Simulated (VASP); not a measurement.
## Cd3HgTe4: single point with PBE

The system is Cd3HgTe4.

```xyz
8
Lattice="6.4925 0.0000 0.0000 0.0000 6.4925 0.0000 0.0000 0.0000 6.4925" Properties=species:S:1:pos:R:3 pbc="T T T"
Cd    3.2463    0.0000    0.0000
Cd    0.0000    3.2463    0.0000
Cd    0.0000    0.0000    3.2463
Te    4.8757    1.6168    1.6168
Te    1.6168    4.8757    1.6168
Te    1.6168    1.6168    4.8757
Te    4.8757    4.8757    4.8757
Hg    3.2463    3.2463    3.2463
```

This cell differs from its parent crystal: volume changed by -6%.

```yaml
Program: VASP 6.6.1
Task: single point
Functional: PBE
Potentials_or_basis: VASP PAW PBE potentials, release 64 (Cd, Te, Hg)
Cutoff: 520 eV
k_mesh: 4 × 4 × 4
Occupations: gaussian, width 0.01 eV
Spin: no spin polarisation
```

```yaml
Pressure: 2.6 GPa
Largest_force: 0.004 eV/Å
Band_gap_on_the_k_mesh: 0.35 eV, direct
```

Forces in eV/Å, atoms in the order of the input:
```
Cd   0.000  0.000  0.000
Cd   0.000  0.000  0.000
Cd   0.000  0.000  0.000
Te  -0.002  0.002  0.002
Te   0.002 -0.002  0.002
Te   0.002  0.002 -0.002
Te  -0.002 -0.002 -0.002
Hg   0.000  0.000  0.000
```

Levels at points of the mesh, in eV from the valence-band top:
```
           k point  band 32  band 33  band 34  band 35  band 36  band 37  band 38  band 39  band 40  band 41
(0.00, 0.00, 0.00)    -1.91    -1.91     0.00     0.00     0.00     0.35     2.09     2.60     2.60     2.60
(0.50, 0.00, 0.00)    -2.28    -1.19    -1.19    -1.06    -1.06     2.39     2.84     3.24     3.28     3.91
(0.50, 0.50, 0.00)    -2.14    -0.94    -0.84    -0.79    -0.79     2.36     3.02     3.02     3.11     5.08
(0.50, 0.50, 0.50)    -0.85    -0.85    -0.72    -0.72    -0.72     0.92     1.74     1.74     1.74     5.08
```

It took 64 s on 1 thread of Intel(R) Xeon(R) Platinum 8559C (Emerald Rapids), on a shared host, peak memory 0.39 GiB.

Caveat: spin-orbit coupling is left out, which moves the levels of the heavy elements.
